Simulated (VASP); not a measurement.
# Cs (I4/mmm) in VASP: further runs

Runs on Cs. Level: PBE. Tasks: single point.

All numbers are computed with VASP 6.6.1; they aren't measurements. Logs are shortened: lines on timing, memory, paths and dates and some standing lists are left out, and cuts for length are marked.

### 1 The cell of the first run

Symmetry: I4/mmm, No. 139, tetragonal system. Conventional cell: a = 5.894 Å, b = 5.894 Å, c = 6.196 Å, α = 90.00°, β = 90.00°, γ = 90.00°.

### 2 Single point, PBE (strain -0.025 along x and y, +0.025 along z)

INCAR reads:

```
PREC     = Accurate       # precision mode
ENCUT    = 520            # plane-wave cutoff, eV
EDIFF    = 1E-6           # SCF threshold, eV
ISMEAR   = 0              # smearing method
SIGMA    = 0.15           # smearing width, eV
LREAL    = False          # projectors in reciprocal space
LASPH    = True           # aspherical terms in the spheres
NELM     = 80             # most SCF steps
ALGO     = Fast           # electronic algorithm
ISIF     = 2              # what is computed and relaxed
LWAVE    = False          # write WAVECAR
LCHARG   = False          # write CHGCAR
GGA      = PE             # functional
NBANDS   = 10             # bands
```

KPOINTS reads:

```
Automatic mesh
0
Gamma
  12 12 12
```

POSCAR reads:

```
Cs
1.0
   -2.9469375000      2.9469375000      3.0980625000
    2.9469375000     -2.9469375000      3.0980625000
    2.9469375000      2.9469375000     -3.0980625000
Cs
1
Direct
    0.0000000000      0.0000000000      0.0000000000
```

Potentials or basis: VASP PAW PBE potentials, release 64 (Cs_sv).

Launch:

```console
cat potpaw_PBE.64/Cs_sv/POTCAR > POTCAR
mpirun -np 1 vasp_std > vasp.out
```

OUTCAR:

```text
PREC = Accurate
   ENCUT = 520
   EDIFF = 1E-6
   ISMEAR = 0
   LREAL = False
   LASPH = True
   NELM = 80
   ISIF = 2
   GGA = PE

 ion  position               nearest neighbor table
   1  0.000  0.000  0.000-

  LATTYP: Found a body centered tetragonal cell.
 ALAT       =     5.8938750000
 C/A-ratio  =     1.0512820513

  Lattice vectors:

 A1 = (  -2.9469375000,   2.9469375000,   3.0980625000)
 A2 = (   2.9469375000,  -2.9469375000,   3.0980625000)
 A3 = (   2.9469375000,   2.9469375000,  -3.0980625000)

Analysis of symmetry for initial positions (statically):
=====================================================================
 Subroutine PRICEL returns:
 Original cell was already a primitive cell.

 Routine SETGRP: Setting up the symmetry group for a
 body centered tetragonal supercell.

 Subroutine GETGRP returns: Found 16 space group operations
 (whereof 16 operations were pure point group operations)
 out of a pool of 16 trial point group operations.

The static configuration has the point symmetry D_4h.

Analysis of symmetry for dynamics (positions and initial velocities):
=====================================================================
 Subroutine PRICEL returns:
 Original cell was already a primitive cell.

 Routine SETGRP: Setting up the symmetry group for a
 body centered tetragonal supercell.

 Subroutine GETGRP returns: Found 16 space group operations
 (whereof 16 operations were pure point group operations)
 out of a pool of 16 trial point group operations.

The dynamic configuration has the point symmetry D_4h.

 Subroutine INISYM returns: Found 16 space group operations
 (whereof 16 operations are pure point group operations),
 and found     1 'primitive' translations

----------------------------------------------------------------------------------------

                                     Primitive cell

  volume of cell :     107.6198

  direct lattice vectors                    reciprocal lattice vectors
    -2.946937500  2.946937500  3.098062500     0.000000000  0.169667663  0.161391192
     2.946937500 -2.946937500  3.098062500     0.169667663  0.000000000  0.161391192
     2.946937500  2.946937500 -3.098062500     0.169667663  0.169667663  0.000000000

  length of vectors
     5.192963750  5.192963750  5.192963750     0.234167105  0.234167105  0.239946311

  position of ions in fractional coordinates (direct lattice)
     0.000000000  0.000000000  0.000000000

  ion indices of the primitive-cell ions
   primitive index   ion index
                 1           1

----------------------------------------------------------------------------------------

 KPOINTS: Automatic mesh

Automatic generation of k-mesh.
 Grid dimensions read from file:
 generate k-points for:   12   12   12

 Generating k-lattice:

  Cartesian coordinates                     Fractional coordinates (reciprocal lattice)
     0.000000000  0.014138972  0.013449266     0.083333333  0.000000000 -0.000000000
     0.014138972  0.000000000  0.013449266     0.000000000  0.083333333 -0.000000000
     0.014138972  0.014138972  0.000000000     0.000000000  0.000000000  0.083333333

  Length of vectors
     0.019513925  0.019513925  0.019995526

  Shift w.r.t. Gamma in fractional coordinates (k-lattice)
     0.000000000  0.000000000  0.000000000

 Subroutine IBZKPT returns following result:
 ===========================================

 Found    163 irreducible k-points:

 Following reciprocal coordinates:
            Coordinates               Weight
  0.000000  0.000000  0.000000      1.000000
  0.083333  0.000000  0.000000      8.000000
  0.166667  0.000000 -0.000000      8.000000
  0.250000  0.000000  0.000000      8.000000
  0.333333  0.000000  0.000000      8.000000
  0.416667 -0.000000  0.000000      8.000000
[... 16 lines left out ...]
  0.500000  0.166667  0.000000     16.000000
 -0.416667  0.166667 -0.000000     16.000000
 [... further k-points ...]
   k-points           NKPTS =    163   k-points in BZ     NKDIM =    163   number of bands    NBANDS=     10
   number of dos      NEDOS =    301   number of ions     NIONS =      1
   total plane-waves  NPLWV =  64000
   dimension x,y,z NGX =    40 NGY =   40 NGZ =   40
   dimension x,y,z NGXF=    80 NGYF=   80 NGZF=   80
   ions per type =               1
   NGX,Y,Z   is equivalent  to a cutoff of  12.81, 12.81, 12.81 a.u.
   NGXF,Y,Z  is equivalent  to a cutoff of  25.61, 25.61, 25.61 a.u.
 SYSTEM =  unknown system
   PREC   = accura    normal or accurate (medium, high low for compatibility)
   ISTART =      0    job   : 0-new  1-cont  2-samecut
   ICHARG =      2    charge: 1-file 2-atom 10-const
   ISPIN  =      1    spin polarized calculation?
   LNONCOLLINEAR =      F non collinear calculations
   LSORBIT =      F    spin-orbit coupling
   LASPH  =      T    aspherical Exc in radial PAW
   ENCUT  =  520.0 eV  38.22 Ry    6.18 a.u.   9.66  9.66  9.66*2*pi/ulx,y,z
   NELM   =     80;   NELMIN=  2; NELMDL= -5     # of ELM steps
   EDIFF  = 0.1E-05   stopping-criterion for ELM
   LREAL  =      F    real-space projection
[... 7 lines left out ...]
   TEBEG  =    0.0;   TEEND  =   0.0 temperature during run
   PSTRESS=    0.0 pullay stress
   NELECT =       9.0000    total number of electrons
   NUPDOWN=      -1.0000    fix difference up-down
   EMIN   =  10.00;   EMAX   =-10.00  energy-range for DOS
   EFERMI =   0.00;   METHOD = LEGACY
   ISMEAR =     0;   SIGMA  =   0.15  broadening in eV -4-tet -1-fermi 0-gaus
   EFERMI_NEDOS =   21; number of points for ismear=-14 and -15
   IALGO  =     68    algorithm
   IMIX   =      4    mixing-type and parameters
     AMIX     =   0.40;   BMIX     =  1.00
     AMIX_MAG =   1.60;   BMIX_MAG =  1.00
  volume/ion in A,a.u.               =     107.62       726.25
  Fermi-wavevector in a.u.,A,eV,Ry     =   0.715910  1.352873  6.973352  0.512527
  Thomas-Fermi vector in A             =   1.804193
   LORBIT       =      0    0 simple, 1 ext, 2 COOP (PROOUT), +10 PAW based schemes
   GGA     = PE    functional components
   LHFCALC =     F    Hartree Fock is set to
   AEXX    =    0.0000 exact exchange contribution
   IVDW    =     0    specifies the selected vdW correction
   LEPSILON=     F    determine dielectric tensor
   LRPA    =     F    only Hartree local field effects (RPA)
 non-spin polarized calculation
 RMM-DIIS sequential band-by-band and
 Gauss-broadening in eV      SIGMA  =   0.15
  energy-cutoff  :      520.00
  volume of cell :      107.62
 maximum number of plane-waves:      2924
   NGX = 19   NGY = 19   NGZ = 19

 number of electron       8.9999999 magnetization

 Free energy of the ion-electron system (eV)
  ---------------------------------------------------
  ext. energy  EPLUGINS =         0.00000000
  ---------------------------------------------------
  free energy    TOTEN  =        -0.85195373 eV

  energy without entropy =       -0.83574195  energy(sigma->0) =       -0.84384784

 E-fermi :   0.6259     XC(G=0):  -5.5764

 val. band max:        0.6221102786   @ k =   0.2500   0.2500   0.0000
 cond. band min:       0.6302519925   @ k =   0.5000   0.0833   0.0000
 fundamental gap:      0.0081417139
 Fermi energy:         0.6259381295

 k-point     1 :       0.0000    0.0000    0.0000
  band No.  band energies     occupation
      1     -23.1967      2.00000
      2      -9.9285      2.00000
      3      -9.9285      2.00000
      4      -9.9283      2.00000
      5      -1.1201      2.00000
      6       3.0947      0.00000
      7       3.0947      0.00000
      8       3.3061      0.00000
      9       3.9086      0.00000
     10       4.2136      0.00000

 k-point     2 :       0.0833    0.0000    0.0000
  band No.  band energies     occupation
      1     -23.1961      2.00000
      2      -9.9405      2.00000
      3      -9.9321      2.00000
      4      -9.9283      2.00000
      5      -1.0389      2.00000
      6       3.0262      0.00000
      7       3.0715      0.00000
      8       3.3252      0.00000
      9       3.8036      0.00000
     10       4.1574      0.00000

 k-point     3 :       0.1667    0.0000   -0.0000
  band No.  band energies     occupation
      1     -23.1944      2.00000
      2      -9.9730      2.00000
      3      -9.9420      2.00000
      4      -9.9282      2.00000
      5      -0.8044      2.00000
      6       2.7474      0.00000
      7       2.9056      0.00000
      8       3.5324      0.00000
      9       3.7368      0.00000
     10       4.0951      0.00000

 k-point     4 :       0.2500    0.0000    0.0000
  band No.  band energies     occupation
      1     -23.1921      2.00000
      2     -10.0166      2.00000
      3      -9.9554      2.00000
      4      -9.9280      2.00000
      5      -0.4438      2.00000
      6       2.3457      0.00000
      7       2.6882      0.00000
      8       3.8207      0.00000
      9       3.9216      0.00000
     10       4.0993      0.00000
[... 222 lines left out ...]
 k-point    22 :       0.4167    0.1667    0.0000
  band No.  band energies     occupation
      1     -23.1870      2.00000
      2     -10.0857      2.00000
      3      -9.9985      2.00000
      4      -9.9416      2.00000
      5       0.8784      0.01732
      6       1.5096      0.00000
      7       2.1557      0.00000
      8       3.7102      0.00000
      9       4.4771      0.00000
     10       4.9916      0.00000

 k-point    23 :       0.5000    0.1667    0.0000
  band No.  band energies     occupation
      1     -23.1875      2.00000
      2     -10.0797      2.00000
      3      -9.9925      2.00000
      4      -9.9423      2.00000
      5       0.6589      0.75613
      6       1.6462      0.00000
      7       2.2044      0.00000
      8       3.7599      0.00000
      9       4.4511      0.00000
     10       4.8987      0.00000

 k-point    24 :      -0.4167    0.1667   -0.0000
  band No.  band energies     occupation
      1     -23.1889      2.00000
      2     -10.0606      2.00000
      3      -9.9777      2.00000
      4      -9.9422      2.00000
      5       0.2258      1.99984
      6       1.9198      0.00000
      7       2.3105      0.00000
      8       3.7564      0.00000
      9       4.4474      0.00000
     10       4.5470      0.00000

 [... further k-points ...]

------------------------ aborting loop because EDIFF is reached ----------------------------------------

  FORCE on cell =-STRESS in cart. coord.  units (eV):
  Direction    XX          YY          ZZ          XY          YZ          ZX
  --------------------------------------------------------------------------------------
  -------------------------------------------------------------------------------------
  Total        0.1187420      0.1187420      0.1127455      0.0000000      0.0000000      0.0000000
  in kB        1.7677585      1.7677585      1.6784868      0.0000000      0.0000000      0.0000000
  external PRESSURE =       1.7380013 kB  Pullay stress =       0.0000000 kB

 VOLUME and BASIS-vectors are now :
 -----------------------------------------------------------------------------
  energy-cutoff  :      520.00
  volume of cell :      107.62
      direct lattice vectors                 reciprocal lattice vectors
    -2.946937500  2.946937500  3.098062500     0.000000000  0.169667663  0.161391192
     2.946937500 -2.946937500  3.098062500     0.169667663  0.000000000  0.161391192
     2.946937500  2.946937500 -3.098062500     0.169667663  0.169667663  0.000000000

 POSITION                                       TOTAL-FORCE (eV/Angst)
 -----------------------------------------------------------------------------------
      0.00000      0.00000      0.00000         0.000000     -0.000000      0.000000
 -----------------------------------------------------------------------------------
    total drift:                                0.000000      0.000000     -0.000000

  FREE ENERGIE OF THE ION-ELECTRON SYSTEM (eV)
  ---------------------------------------------------
  free  energy   TOTEN  =        -0.8519537269 eV

  energy  without entropy=       -0.8357419497  energy(sigma->0) =       -0.84384784
```

It took 55 s on 1 thread of Intel Xeon 6975P-C (Granite Rapids), shared host; peak memory 0.34 GiB.

Results:

```yaml
Free_energy: -0.8520 eV
Pressure: 0.2 GPa
```

Levels at points of the mesh, in eV from the Fermi level:
| k point | band 2 | band 3 | band 4 | band 5 | band 6 | band 7 | band 8 | band 9 |
| --- | --- | --- | --- | --- | --- | --- | --- | --- |
| (0.00, 0.00, 0.00) | -10.55 | -10.55 | -10.55 | -1.75 | 2.47 | 2.47 | 2.68 | 3.28 |
| (0.50, 0.00, 0.00) | -10.73 | -10.61 | -10.55 | -0.01 | 0.91 | 1.71 | 3.19 | 3.91 |
| (0.50, 0.50, 0.00) | -10.72 | -10.61 | -10.56 | 0.04 | 1.02 | 1.49 | 3.46 | 4.03 |
| (0.50, 0.50, 0.50) | -10.69 | -10.67 | -10.67 | 0.54 | 0.64 | 2.92 | 3.33 | 3.33 |

Caveat: the cell differs from its parent crystal (strain -0.025 along x and y, +0.025 along z); spin-orbit coupling is left out, which moves the levels of the heavy elements.

### 3 Single point, PBE (strain -0.025 along x and y, +0.050 along z)

INCAR reads:

```
PREC = Accurate ; ENCUT = 520
EDIFF = 1E-7 ; ISMEAR = 0
SIGMA = 0.15 ; LREAL = False
LASPH = True ; NELM = 60
ALGO = Fast ; ISIF = 2
LWAVE = False ; LCHARG = False
GGA = PE ; NBANDS = 10
```

KPOINTS is that of step 2.

POSCAR reads:

```
Cs
1.0
   -2.9469375000      2.9469375000      3.1736250000
    2.9469375000     -2.9469375000      3.1736250000
    2.9469375000      2.9469375000     -3.1736250000
Cs
1
Direct
    0.0000000000      0.0000000000      0.0000000000
```

Potentials or basis: VASP PAW PBE potentials, release 64 (Cs_sv).

Launch:

```console
cat potpaw_PBE.64/Cs_sv/POTCAR > POTCAR
mpirun -np 1 vasp_std > vasp.out
```

Wall time 94 s (1 thread of Intel Xeon 6975P-C (Granite Rapids), shared host); peak memory 0.35 GiB.

Results (log left out):

```yaml
Free_energy: -0.8545 eV
Pressure: 0.1 GPa
```

Levels at points of the mesh, in eV from the Fermi level:
| k point | band 1 | band 2 | band 3 | band 4 | band 5 | band 6 | band 7 | band 8 | band 9 | band 10 |
| --- | --- | --- | --- | --- | --- | --- | --- | --- | --- | --- |
| (0.00, 0.00, 0.00) | -23.84 | -10.57 | -10.57 | -10.57 | -1.72 | 2.43 | 2.43 | 2.73 | 3.18 | 3.61 |
| (0.50, 0.00, 0.00) | -23.83 | -10.73 | -10.62 | -10.57 | -0.01 | 0.87 | 1.76 | 3.09 | 3.88 | 4.49 |
| (0.50, 0.50, 0.00) | -23.83 | -10.73 | -10.63 | -10.58 | 0.07 | 1.03 | 1.44 | 3.49 | 4.04 | 4.30 |
| (0.50, 0.50, 0.50) | -23.82 | -10.70 | -10.67 | -10.67 | 0.54 | 0.68 | 2.73 | 3.33 | 3.33 | 4.53 |

Caveat: the cell differs from its parent crystal (strain -0.025 along x and y, +0.050 along z); spin-orbit coupling is left out, which moves the levels of the heavy elements.
